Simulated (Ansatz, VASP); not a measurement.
## TiAl in VASP and in Ansatz

```
Ti Al
1.0
     3.17906    0.00000    0.00000
     0.00000    3.17906    0.00000
     0.00000    0.00000    3.17906
Ti Al
1 1
Direct
  0.00000 0.00000 0.00000
  0.50000 0.50000 0.50000
```

Alike in both runs: task single point; functional r2SCAN; k mesh 6 × 6 × 6; occupations gaussian, width 0.1 eV; no spin polarisation.

|  | VASP | Ansatz |
| --- | --- | --- |
| version | VASP 6.6.1 | Ansatz 0.2.0 |
| potentials or method | VASP PAW PBE potentials, release 64 (Ti_sv, Al), cutoff 520 eV | scalar-relativistic, plane waves, PAW |
| valence electrons in the cell | 15 | 15 |

VASP gave:

- gap on the k mesh at the Fermi level (eV): none
- pressure (GPa): -0.9

Problem. Which values does Ansatz return?

Solution. gap on the k mesh at the Fermi level (eV): none; pressure (GPa): -1.0.

VASP's potentials were made for PBE, not for r2SCAN. A gap of «none» marks a metal or a gap that the smearing closes. With one functional, cell and mesh, what is left measures potentials, basis and numerics.
